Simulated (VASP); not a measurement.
Here is a VASP 6.6.1 calculation.

INCAR

```
  PREC = Accurate
  ENCUT = 520
  EDIFF = 1E-8
  ISMEAR = -1
  SIGMA = 0.15
  LREAL = False
  LASPH = True
  NELM = 100
  ALGO = Normal
  ISIF = 2
  LWAVE = False
  LCHARG = False
  GGA = PE
  NBANDS = 16
  IBRION = 8
  NSW = 1
```

File KPOINTS:

```
regular mesh
0
Gamma
  12 12 12
```

POSCAR

```
GaSb
1.0
    0.0000000000      3.1078059676      3.1078059676
    3.1078059676      0.0000000000      3.1078059676
    3.1078059676      3.1078059676      0.0000000000
Ga Sb
1 1
Direct
    0.0000000000      0.0000000000      0.0000000000
    0.2500000000      0.2500000000      0.2500000000
```

Potentials or basis: VASP PAW PBE potentials, release 64 (Ga_d, Sb).

Run with:

```console
$ cat potpaw_PBE.64/Ga_d/POTCAR potpaw_PBE.64/Sb/POTCAR > POTCAR
$ mpirun -np 1 vasp_std > vasp.out
```

Question: What does it give for the highest phonon frequency at Γ, LO-TO splitting left out?

Answer: 208 cm⁻¹.

Phonon frequencies in cm⁻¹ (negative: imaginary):
| q point | frequencies |
| --- | --- |
| (0.000, 0.000, 0.000) | 0 0 0 208 208 208 |
